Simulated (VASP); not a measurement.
# Al2O3 (P-3m1) in VASP: settings compared

Aim: see how the results for Al2O3 move with the level of theory and the settings. Levels: BLYP+D3(BJ), LDA. Tasks: single point.

All numbers are computed with VASP 6.6.1; they aren't measurements. Logs are shortened: lines on timing, memory, paths and dates and some standing lists are left out, and cuts for length are marked.

## Step 1: The cell of the first run

The structure is trigonal, space group P-3m1 (No. 164). The conventional cell has a = 2.997 Å, b = 2.997 Å, c = 7.226 Å, α = 90.00°, β = 90.00°, γ = 120.00°. Within 2.2 Å of Al (site symmetry 3m) lie 4 O at 1.67 to 1.83 Å. Within 2.4 Å of O (site symmetry 3m) lie 3 Al at 1.83 Å. Within 2.2 Å of O (site symmetry -3m) lie 2 Al at 1.67 Å.

## Step 2: Single point, BLYP+D3(BJ)

INCAR reads:

```
SYSTEM = Al2O3
PREC = Accurate
ENCUT = 520
EDIFF = 1E-6
ISMEAR = 0
SIGMA = 0.01
LREAL = .False.
LASPH = .True.
NELM = 60
ALGO = Normal
ISIF = 2
LWAVE = .False.
LCHARG = .False.
GGA = B5
ALDAX = 1.0
AGGAX = 1.0
AGGAC = 1.0
ALDAC = 0.0
IVDW = 12
VDW_S6 = 1.0
VDW_S8 = 2.6996
VDW_A1 = 0.4298
VDW_A2 = 4.2359
NBANDS = 20
```

KPOINTS reads:

```
regular mesh
0
Gamma
  12 12 4
  0 0 0
```

POSCAR reads:

```
Al2O3
1.0
    2.9972058642      0.0000000000      0.0000000000
   -1.4986029321      2.5956564187      0.0000000000
    0.0000000000      0.0000000000      7.2261422376
Al O
2 3
Direct
    0.0000000000      0.0000000000      0.2688835522
    0.0000000000      0.0000000000      0.7311164478
    0.3333333333      0.6666666667      0.1878827097
    0.6666666667      0.3333333333      0.8121172903
    0.0000000000      0.0000000000      0.5000000000
```

Potentials or basis: VASP PAW PBE potentials, release 64 (Al, O).

Run with:

```
cat potpaw_PBE.64/Al/POTCAR potpaw_PBE.64/O/POTCAR > POTCAR
mpirun -np 1 vasp_std > vasp.out
```

OUTCAR:

```text
SYSTEM = Al2O3
   PREC = Accurate
   ENCUT = 520
   EDIFF = 1E-6
   ISMEAR = 0
   LREAL = .False.
   LASPH = .True.
   NELM = 60
   ISIF = 2
   GGA = B5
   IVDW = 12
 IVDW          = 12

 ion  position               nearest neighbor table
   1  0.000  0.000  0.269-   5 1.67   3 1.83   3 1.83   3 1.83   2 3.34
   2  0.000  0.000  0.731-   5 1.67   4 1.83   4 1.83   4 1.83   1 3.34
   3  0.333  0.667  0.188-   1 1.83   1 1.83   1 1.83
   4  0.667  0.333  0.812-   2 1.83   2 1.83   2 1.83
   5  0.000  0.000  0.500-   1 1.67   2 1.67

  LATTYP: Found a hexagonal cell.
 ALAT       =     2.9972058642
 C/A-ratio  =     2.4109595954

  Lattice vectors:

 A1 = (   2.9972058642,   0.0000000000,   0.0000000000)
 A2 = (  -1.4986029321,   2.5956564187,   0.0000000000)
 A3 = (   0.0000000000,   0.0000000000,   7.2261422376)

Analysis of symmetry for initial positions (statically):
=====================================================================
 Subroutine PRICEL returns:
 Original cell was already a primitive cell.

 Routine SETGRP: Setting up the symmetry group for a
 hexagonal supercell.

 Subroutine GETGRP returns: Found 12 space group operations
 (whereof 12 operations were pure point group operations)
 out of a pool of 24 trial point group operations.

The static configuration has the point symmetry D_3d.

Analysis of symmetry for dynamics (positions and initial velocities):
=====================================================================
 Subroutine PRICEL returns:
 Original cell was already a primitive cell.

 Routine SETGRP: Setting up the symmetry group for a
 hexagonal supercell.

 Subroutine GETGRP returns: Found 12 space group operations
 (whereof 12 operations were pure point group operations)
 out of a pool of 24 trial point group operations.

The dynamic configuration has the point symmetry D_3d.

 Subroutine INISYM returns: Found 12 space group operations
 (whereof 12 operations are pure point group operations),
 and found     1 'primitive' translations

----------------------------------------------------------------------------------------

                                     Primitive cell

  volume of cell :      56.2173

  direct lattice vectors                    reciprocal lattice vectors
     2.997205864  0.000000000  0.000000000     0.333644082  0.192629501  0.000000000
    -1.498602932  2.595656419  0.000000000     0.000000000  0.385259001  0.000000000
     0.000000000  0.000000000  7.226142238     0.000000000  0.000000000  0.138386426

  length of vectors
     2.997205864  2.997205864  7.226142238     0.385259001  0.385259001  0.138386426

  position of ions in fractional coordinates (direct lattice)
     0.000000000  0.000000000  0.268883552
     0.000000000  0.000000000  0.731116448
     0.333333333  0.666666667  0.187882710
     0.666666667  0.333333333  0.812117290
     0.000000000  0.000000000  0.500000000

  ion indices of the primitive-cell ions
   primitive index   ion index
                 1           1
                 2           2
                 3           3
                 4           4
                 5           5

----------------------------------------------------------------------------------------

 KPOINTS: regular mesh

Automatic generation of k-mesh.
 Grid dimensions read from file:
 generate k-points for:   12   12    4

 Generating k-lattice:

  Cartesian coordinates                     Fractional coordinates (reciprocal lattice)
     0.027803674  0.016052458  0.000000000     0.083333333  0.000000000  0.000000000
     0.000000000  0.032104917  0.000000000     0.000000000  0.083333333  0.000000000
     0.000000000  0.000000000  0.034596607     0.000000000  0.000000000  0.250000000

  Length of vectors
     0.032104917  0.032104917  0.034596607

  Shift w.r.t. Gamma in fractional coordinates (k-lattice)
     0.000000000  0.000000000  0.000000000

 Subroutine IBZKPT returns following result:
 ===========================================

 Found     69 irreducible k-points:

 Following reciprocal coordinates:
            Coordinates               Weight
  0.000000  0.000000  0.000000      1.000000
  0.083333  0.000000  0.000000      6.000000
  0.166667  0.000000  0.000000      6.000000
  0.250000  0.000000  0.000000      6.000000
  0.333333  0.000000  0.000000      6.000000
  0.416667  0.000000  0.000000      6.000000
[... 16 lines left out ...]
  0.166667  0.000000  0.250000      6.000000
  0.000000  0.166667  0.250000      6.000000
 [... further k-points ...]
   k-points           NKPTS =     69   k-points in BZ     NKDIM =     69   number of bands    NBANDS=     20
   number of dos      NEDOS =    301   number of ions     NIONS =      5
   total plane-waves  NPLWV =  31104
   dimension x,y,z NGX =    24 NGY =   24 NGZ =   54
   dimension x,y,z NGXF=    48 NGYF=   48 NGZF=  108
   ions per type =               2   3
   NGX,Y,Z   is equivalent  to a cutoff of  13.31, 13.31, 12.42 a.u.
   NGXF,Y,Z  is equivalent  to a cutoff of  26.62, 26.62, 24.85 a.u.
 SYSTEM =  Al2O3
   PREC   = accura    normal or accurate (medium, high low for compatibility)
   ISTART =      0    job   : 0-new  1-cont  2-samecut
   ICHARG =      2    charge: 1-file 2-atom 10-const
   ISPIN  =      1    spin polarized calculation?
   LNONCOLLINEAR =      F non collinear calculations
   LSORBIT =      F    spin-orbit coupling
   LASPH  =      T    aspherical Exc in radial PAW
   ENCUT  =  520.0 eV  38.22 Ry    6.18 a.u.   5.57  5.57 13.44*2*pi/ulx,y,z
   NELM   =     60;   NELMIN=  2; NELMDL= -5     # of ELM steps
   EDIFF  = 0.1E-05   stopping-criterion for ELM
   LREAL  =      F    real-space projection
[... 7 lines left out ...]
   TEBEG  =    0.0;   TEEND  =   0.0 temperature during run
   PSTRESS=    0.0 pullay stress
   NELECT =      24.0000    total number of electrons
   NUPDOWN=      -1.0000    fix difference up-down
   EMIN   =  10.00;   EMAX   =-10.00  energy-range for DOS
   EFERMI =   0.00;   METHOD = LEGACY
   ISMEAR =     0;   SIGMA  =   0.01  broadening in eV -4-tet -1-fermi 0-gaus
   EFERMI_NEDOS =   21; number of points for ismear=-14 and -15
   IALGO  =     38    algorithm
   IMIX   =      4    mixing-type and parameters
     AMIX     =   0.40;   BMIX     =  1.00
     AMIX_MAG =   1.60;   BMIX_MAG =  1.00
  volume/ion in A,a.u.               =      11.24        75.87
  Fermi-wavevector in a.u.,A,eV,Ry     =   1.232694  2.329453 20.674509  1.519534
  Thomas-Fermi vector in A             =   2.367454
   LORBIT       =      0    0 simple, 1 ext, 2 COOP (PROOUT), +10 PAW based schemes
   GGA     = B5    functional components
   LHFCALC =     F    Hartree Fock is set to
   AEXX    =    0.0000 exact exchange contribution
   IVDW    =    12    specifies the selected vdW correction
   LEPSILON=     F    determine dielectric tensor
   LRPA    =     F    only Hartree local field effects (RPA)
 non-spin polarized calculation
 Gauss-broadening in eV      SIGMA  =   0.01
  energy-cutoff  :      520.00
  volume of cell :       56.22
 maximum number of plane-waves:      1547
 NGX is ok and might be reduce to    24
   NGX = 11   NGY = 11   NGZ = 27

 number of electron      24.0000009 magnetization

 Free energy of the ion-electron system (eV)
  ---------------------------------------------------
  ext. energy  EPLUGINS =         0.00000000
  ---------------------------------------------------
  free energy    TOTEN  =       -34.73446602 eV

  energy without entropy =      -34.73446602  energy(sigma->0) =      -34.73446602

 E-fermi :   4.7961     XC(G=0):  -9.6004

 val. band max:        4.7369431302   @ k =   0.0000   0.0000   0.0000
 cond. band min:       7.3441202477   @ k =   0.0000   0.0000   0.0000
 fundamental gap:      2.6071771175
 Fermi energy:         4.7960933521

 k-point     1 :       0.0000    0.0000    0.0000
  band No.  band energies     occupation
      1     -14.9818      2.00000
      2     -14.6987      2.00000
      3     -12.1036      2.00000
      4      -1.0639      2.00000
      5       0.0047      2.00000
      6       0.9107      2.00000
[... 12 lines left out ...]
     19      17.0275      0.00000
     20      17.2935      0.00000

 k-point     2 :       0.0833    0.0000    0.0000
  band No.  band energies     occupation
      1     -14.9256      2.00000
      2     -14.6506      2.00000
      3     -12.0739      2.00000
      4      -1.0506      2.00000
      5       0.0285      2.00000
      6       0.6663      2.00000
[... 12 lines left out ...]
     19      17.1084      0.00000
     20      17.1849      0.00000

 k-point     3 :       0.1667    0.0000    0.0000
  band No.  band energies     occupation
      1     -14.7663      2.00000
      2     -14.5164      2.00000
      3     -11.9920      2.00000
      4      -1.1037      2.00000
      5      -0.1913      2.00000
      6       0.2821      2.00000
[... 12 lines left out ...]
     19      17.1807      0.00000
     20      17.5826      0.00000

 k-point     4 :       0.2500    0.0000    0.0000
  band No.  band energies     occupation
      1     -14.5343      2.00000
      2     -14.3262      2.00000
      3     -11.8794      2.00000
      4      -1.4620      2.00000
      5      -0.9673      2.00000
      6       0.1383      2.00000
[... 12 lines left out ...]
     19      17.4660      0.00000
     20      17.9824      0.00000

 k-point     5 :       0.3333    0.0000    0.0000
  band No.  band energies     occupation
      1     -14.2805      2.00000
      2     -14.1290      2.00000
      3     -11.7673      2.00000
      4      -2.0079      2.00000
      5      -1.7081      2.00000
      6       0.2482      2.00000
[... 12 lines left out ...]
     19      16.8651      0.00000
     20      18.4839      0.00000

 k-point     6 :       0.4167    0.0000    0.0000
  band No.  band energies     occupation
      1     -14.0719      2.00000
      2     -13.9852      2.00000
      3     -11.6865      2.00000
      4      -2.4310      2.00000
      5      -2.2245      2.00000
      6       0.2549      2.00000
[... 12 lines left out ...]
     19      16.2254      0.00000
     20      18.1453      0.00000

 k-point     7 :       0.5000    0.0000    0.0000
  band No.  band energies     occupation
      1     -13.9827      2.00000
      2     -13.9402      2.00000
      3     -11.6574      2.00000
      4      -2.5843      2.00000
      5      -2.4111      2.00000
      6       0.2137      2.00000
[... 12 lines left out ...]
     19      16.0658      0.00000
     20      18.5495      0.00000
[... 277 lines left out ...]
 k-point    20 :       0.0000    0.0000    0.2500
  band No.  band energies     occupation
      1     -14.9459      2.00000
      2     -14.7414      2.00000
      3     -12.0933      2.00000
      4      -1.2866      2.00000
      5       0.4785      2.00000
      6       0.9079      2.00000
[... 12 lines left out ...]
     19      17.4590      0.00000
     20      17.4610      0.00000

 k-point    21 :       0.0833    0.0000    0.2500
  band No.  band energies     occupation
      1     -14.8908      2.00000
      2     -14.6917      2.00000
      3     -12.0643      2.00000
      4      -1.2352      2.00000
      5       0.3543      2.00000
      6       0.6238      2.00000
[... 12 lines left out ...]
     19      17.0520      0.00000
     20      17.7503      0.00000

 k-point    22 :       0.0000    0.0833    0.2500
  band No.  band energies     occupation
      1     -14.8906      2.00000
      2     -14.6919      2.00000
      3     -12.0642      2.00000
      4      -1.2376      2.00000
      5       0.3246      2.00000
      6       0.6613      2.00000
[... 12 lines left out ...]
     19      17.1168      0.00000
     20      17.6223      0.00000

 k-point    23 :       0.1667    0.0000    0.2500
  band No.  band energies     occupation
      1     -14.7358      2.00000
      2     -14.5521      2.00000
      3     -11.9848      2.00000
      4      -1.1495      2.00000
      5      -0.1768      2.00000
      6       0.0159      2.00000
[... 12 lines left out ...]
     19      17.4870      0.00000
     20      17.7654      0.00000

 k-point    24 :       0.0000    0.1667    0.2500
  band No.  band energies     occupation
      1     -14.7341      2.00000
      2     -14.5541      2.00000
      3     -11.9843      2.00000
      4      -1.1765      2.00000
      5      -0.2050      2.00000
      6       0.0409      2.00000
[... 12 lines left out ...]
     19      17.5983      0.00000
     20      18.0466      0.00000

 [... further k-points ...]

------------------------ aborting loop because EDIFF is reached ----------------------------------------

 Edisp (eV)   -1.91481

 E8    (eV) :    -1.3153

  FORCE on cell =-STRESS in cart. coord.  units (eV):
  Direction    XX          YY          ZZ          XY          YZ          ZX
  --------------------------------------------------------------------------------------
  -------------------------------------------------------------------------------------
  Total       0.17398     0.17398     0.42581     0.00000    -0.00000    -0.00000
  in kB       4.95834     4.95834    12.13544     0.00000    -0.00000    -0.00000
  external pressure =        7.35 kB  Pullay stress =        0.00 kB

 VOLUME and BASIS-vectors are now :
 -----------------------------------------------------------------------------
  energy-cutoff  :      520.00
  volume of cell :       56.22
      direct lattice vectors                 reciprocal lattice vectors
     2.997205864  0.000000000  0.000000000     0.333644082  0.192629501  0.000000000
    -1.498602932  2.595656419  0.000000000     0.000000000  0.385259001  0.000000000
     0.000000000  0.000000000  7.226142238     0.000000000  0.000000000  0.138386426

 POSITION                                       TOTAL-FORCE (eV/Angst)
 -----------------------------------------------------------------------------------
      0.00000      0.00000      1.94299         0.000000     -0.000000     -0.112680
      0.00000      0.00000      5.28315        -0.000000      0.000000      0.112680
     -0.00000      1.73044      1.35767        -0.000000     -0.000000     -0.024686
      1.49860      0.86522      5.86848        -0.000000      0.000000      0.024686
      0.00000      0.00000      3.61307        -0.000000      0.000000      0.000000
 -----------------------------------------------------------------------------------
    total drift:                                0.000000     -0.000000      0.000000

  FREE ENERGIE OF THE ION-ELECTRON SYSTEM (eV)
  ---------------------------------------------------
  free  energy   TOTEN  =       -36.6492723471 eV

  energy  without entropy=      -36.6492723471  energy(sigma->0) =      -36.64927235
```

It took 38 s on 1 thread of Intel Xeon 6975P-C (Granite Rapids), shared host; peak memory 0.22 GiB.

Results:

```
Free energy                : -36.6493 eV
Pressure                   : 0.7 GPa
Largest force              : 0.113 eV/Å
Band gap on the k mesh     : 2.61 eV
Dispersion energy per atom : -0.383 eV
```

Forces in eV/Å, atoms in the order of the input:
```
Al   0.000  0.000 -0.113
Al   0.000  0.000  0.113
O    0.000  0.000 -0.025
O    0.000  0.000  0.025
O    0.000  0.000  0.000
```

Levels at points of the mesh, in eV from the valence-band top:
| k point | band 8 | band 9 | band 10 | band 11 | band 12 | band 13 | band 14 | band 15 | band 16 | band 17 |
| --- | --- | --- | --- | --- | --- | --- | --- | --- | --- | --- |
| (0.00, 0.00, 0.00) | -3.79 | -3.79 | -2.23 | 0.00 | 0.00 | 2.61 | 4.74 | 7.82 | 11.00 | 11.75 |
| (0.50, 0.00, 0.00) | -4.35 | -3.61 | -3.11 | -1.80 | -0.49 | 4.77 | 6.57 | 8.40 | 9.40 | 10.06 |
| (0.00, 0.00, 0.50) | -3.78 | -3.50 | -3.27 | 0.00 | 0.00 | 3.55 | 3.82 | 8.50 | 9.48 | 12.09 |
| (0.50, 0.00, 0.50) | -4.39 | -3.46 | -3.42 | -1.71 | -0.49 | 5.41 | 5.70 | 8.44 | 8.98 | 10.79 |

Caveat: the PAW data sets were made with another functional, which shifts forces and pressure a little. A k mesh can miss the band edges.

## Step 3: Single point, LDA

This run uses another cell than the first one, of 11.18 Å³/atom.

INCAR reads:

```
SYSTEM = Al2O3
PREC     = Accurate       ! precision mode
ENCUT    = 520            ! plane-wave cutoff, eV
EDIFF    = 1E-7           ! SCF threshold, eV
ISMEAR   = 0              ! smearing method
SIGMA    = 0.01           ! smearing width, eV
LREAL    = .False.        ! projectors in reciprocal space
LASPH    = .True.         ! aspherical terms in the spheres
NELM     = 100            ! most SCF steps
ALGO     = Normal         ! electronic algorithm
ISIF     = 2              ! what is computed and relaxed
LWAVE    = .False.        ! write WAVECAR
LCHARG   = .False.        ! write CHGCAR
GGA      = CA             ! functional
NBANDS   = 20             ! bands
```

KPOINTS is that of step 2.

POSCAR reads:

```
Al2O3
1.0
    2.9626995855      0.0000000000      0.0000000000
   -1.4813497927      2.5657731048      0.0000000000
    0.0000000000      0.0000000000      7.3541551006
Al O
2 3
Direct
    0.0000000000      0.0000000000      0.2744348558
    0.0000000000      0.0000000000      0.7255651442
    0.3333333333      0.6666666667      0.1952358241
    0.6666666667      0.3333333333      0.8047641759
    0.0000000000      0.0000000000      0.5000000000
```

Potentials or basis: VASP PAW LDA potentials, release 64 (Al, O).

Run with:

```
cat potpaw_LDA.64/Al/POTCAR potpaw_LDA.64/O/POTCAR > POTCAR
mpirun -np 1 vasp_std > vasp.out
```

Run time: 32 s. Hardware: 1 thread of Intel Xeon 6975P-C (Granite Rapids), shared host; peak memory 0.19 GiB.

The run converged. Its results:

```
Free energy            : -39.7504 eV
Pressure               : 1.0 GPa
Largest force          : 0.139 eV/Å
Band gap on the k mesh : 2.49 eV
```

Forces in eV/Å, atoms in the order of the input:
```
Al   0.000  0.000 -0.139
Al   0.000  0.000  0.139
O    0.000  0.000 -0.037
O    0.000  0.000  0.037
O    0.000  0.000  0.000
```

Stress tensor (GPa, compression positive):
```
0.69 0.00 0.00
0.00 0.69 0.00
0.00 0.00 1.60
```

Levels at points of the mesh, in eV from the valence-band top:
| k point | band 10 | band 11 | band 12 | band 13 | band 14 | band 15 |
| --- | --- | --- | --- | --- | --- | --- |
| (0.00, 0.00, 0.00) | -2.39 | 0.00 | 0.00 | 2.49 | 4.61 | 7.49 |
| (0.50, 0.00, 0.00) | -3.25 | -1.93 | -0.54 | 4.41 | 6.25 | 8.24 |
| (0.00, 0.00, 0.50) | -3.34 | 0.00 | 0.00 | 3.44 | 3.66 | 8.25 |
| (0.50, 0.00, 0.50) | -3.56 | -1.83 | -0.53 | 4.99 | 5.46 | 8.31 |
